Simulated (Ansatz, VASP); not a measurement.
HfC: VASP beside Ansatz

```
CELL_PARAMETERS angstrom
0.00000 2.34337 2.34337
2.34337 0.00000 2.34337
2.34337 2.34337 0.00000
ATOMIC_POSITIONS crystal
Hf 0.50000 0.50000 0.50000
C 0.00000 0.00000 0.00000
```

Alike in both runs: task single point; functional r2SCAN; k mesh 16 × 16 × 16; occupations gaussian, width 0.1 eV; no spin polarisation.

|  | VASP | Ansatz |
| --- | --- | --- |
| version | VASP 6.6.1 | Ansatz 0.2.0 |
| potentials or method | VASP PAW PBE potentials, release 64 (Hf_pv, C), cutoff 520 eV | scalar-relativistic, plane waves, PAW |
| valence electrons in the cell | 14 | 30 |

|  | VASP | Ansatz | Ansatz less VASP |
| --- | --- | --- | --- |
| gap on the k mesh at the Fermi level (eV) | none | none | - |
| pressure (GPa) | -8.0 | -6.8 | +1.14 |

VASP's potentials were made for PBE, not for r2SCAN. A gap of «none» marks a metal or a gap that the smearing closes. The functional is the same, so the differences come from potentials, cutoffs and numerics. VASP's potentials hold 14 valence electrons a cell and Ansatz's 30, so a difference there can come from the potentials and not from the codes.

Neither program's run includes spin-orbit coupling.
